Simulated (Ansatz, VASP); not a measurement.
# Sr: VASP beside Ansatz

File INCAR:

```
PREC = Accurate ; ENCUT = 520
EDIFF = 1E-6 ; ISMEAR = -1
SIGMA = 0.08 ; LREAL = F
LASPH = T ; NELM = 100
ALGO = Normal ; ISIF = 2
LWAVE = F ; LCHARG = F
GGA = PE ; NBANDS = 17
```

KPOINTS

```
regular mesh
0
Gamma
  11 11 6
```

Contents of POSCAR:

```
Sr
1.0
    4.0988367504      0.0000000000      0.0000000000
   -2.0494183752      3.5496967518      0.0000000000
    0.0000000000      0.0000000000      6.9986823019
Sr
2
Direct
    0.3333333333      0.6666666667      0.2500000000
    0.6666666667      0.3333333333      0.7500000000
```

Input for Ansatz:

```yaml
crystal:
  lattice:
    - [4.0988367504, 0.0, 0.0]
    - [-2.0494183752, 3.5496967518, 0.0]
    - [0.0, 0.0, 6.9986823019]
  atoms:
    - { symbol: Sr, position: [0.3333333333, 0.6666666667, 0.25] }
    - { symbol: Sr, position: [0.6666666667, 0.3333333333, 0.75] }
kpoints:
  mp_grid: { grid: [11, 11, 6] }
scf:
  occupations: { method: fermi_dirac, width: 0.08 }
hamiltonian:
  xc: pbe
  pseudopotentials: { kind: all_electron, lapw: { basis_error: 0.001 } }
output:
  forces: true
  stress: true
  eigenvalues: true
```

Change from the starting cell: x and y stretched by -4 %, z held.

Alike in both runs: task single point; functional PBE; k mesh 11 × 11 × 6; occupations fermi-dirac, width 0.08 eV; no spin polarisation.

|  | VASP | Ansatz |
| --- | --- | --- |
| version | VASP 6.6.1 | Ansatz 0.2.0 |
| potentials or method | VASP PAW PBE potentials, release 64 (Sr_sv), cutoff 520 eV | all-electron LAPW, scalar-relativistic |

|  | VASP | Ansatz | Ansatz less VASP |
| --- | --- | --- | --- |
| pressure (GPa) | 1.1 | 1.1 | -0.01 |
| traceless stress, the component that is largest in VASP (GPa) | -0.73 | -0.73 | +0.002 |

Ansatz ran all-electron here, and VASP with PAW potentials.
